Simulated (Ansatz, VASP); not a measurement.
# Two plane-wave programs on CaO

The input POSCAR:

```
CaO
1.0
    0.0000000000      2.2974333353      2.2974333353
    2.2974333353      0.0000000000      2.2974333353
    2.2974333353      2.2974333353      0.0000000000
Ca O
1 1
Direct
    0.0000000000      0.0000000000      0.0000000000
    0.5000000000      0.5000000000      0.5000000000
```

File INCAR.step1:

```
  PREC = Accurate
  ENCUT = 520
  ISMEAR = 0
  SIGMA = 0.02
  LREAL = F
  LASPH = T
  NELM = 60
  NBANDS = 15
  GGA = PE
  ALGO = Normal
  EDIFF = 1E-4
  LWAVE = T
  LCHARG = F
```

File INCAR.step2:

```
  PREC = Accurate
  ENCUT = 520
  EDIFF = 1E-7
  ISMEAR = 0
  SIGMA = 0.02
  LREAL = F
  LASPH = T
  NELM = 60
  ALGO = Normal
  ISIF = 2
  LWAVE = F
  LCHARG = F
  METAGGA = R2SCAN
  LMIXTAU = T
  NBANDS = 15
  ISTART = 1
```

File KPOINTS:

```
regular mesh
0
Gamma
  8 8 8
```

Input for Ansatz:

```yaml
crystal:
  lattice:
    - [0.0, 2.2974333353, 2.2974333353]
    - [2.2974333353, 0.0, 2.2974333353]
    - [2.2974333353, 2.2974333353, 0.0]
  atoms:
    - { symbol: Ca, position: [0.0, 0.0, 0.0] }
    - { symbol: O, position: [0.5, 0.5, 0.5] }
basis:
  ecutwfc: 500
kpoints:
  mp_grid: { grid: [8, 8, 8] }
hamiltonian:
  xc: r2scan
scf:
  occupations: { method: gaussian, width: 0.02 }
output:
  forces: true
  stress: true
  eigenvalues: true
  write_density: true
  write_potential: true
  elf: true
  volumetric_format: npy
```

Alike in both runs: task single point; functional r2SCAN; k mesh 8 × 8 × 8; occupations gaussian, width 0.02 eV; no spin polarisation.

|  | VASP | Ansatz |
| --- | --- | --- |
| version | VASP 6.6.1 | Ansatz 0.2.0 |
| potentials or method | VASP PAW PBE potentials, release 64 (Ca_sv, O), cutoff 520 eV | scalar-relativistic, plane waves, PAW |
| valence electrons in the cell | 16 | 16 |

Ansatz gave:

| Item | Value |
| --- | --- |
| gap on the k mesh at the Fermi level (eV) | 4.12 |
| least direct gap on the mesh (eV) | 4.45 |
| pressure (GPa) | 19.7 |

Q: Estimate VASP's values.

A: gap on the k mesh at the Fermi level (eV): 4.10; least direct gap on the mesh (eV): 4.43; pressure (GPa): 21.5.

VASP's potentials were made for PBE, not for r2SCAN.
